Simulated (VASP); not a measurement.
A run of VASP 6.6.1 is set up as follows.

Contents of INCAR:

```
  ALGO = Normal
  EDIFF = 1E-6
  ENCUT = 520
  GGA = PE
  ISIF = 2
  ISMEAR = -1
  LASPH = True
  LCHARG = False
  LREAL = False
  LWAVE = False
  NBANDS = 12
  NELM = 60
  PREC = Accurate
  SIGMA = 0.06122561905347299
```

KPOINTS

```
k-points
0
Gamma
  20 20 20
```

POSCAR

```
In
1.0
   -1.8686562023      1.8686562023      1.8686562023
    1.8686562023     -1.8686562023      1.8686562023
    1.8686562023      1.8686562023     -1.8686562023
In
1
Direct
    0.0000000000      0.0000000000      0.0000000000
```

Potentials or basis: VASP PAW PBE potentials, release 64 (In_d).

Run with:

```bash
$ cat potpaw_PBE.64/In_d/POTCAR > POTCAR
$ mpirun -np 1 vasp_std > vasp.out
```

Question: What does it give for the pressure?

Answer: 2.5 GPa.

Question: Estimate the band gap on the k mesh.

Answer: Zero (an odd number of electrons rules out a gap without spin polarisation).

Caveat: spin-orbit coupling is left out, which moves the levels of the heavy elements.
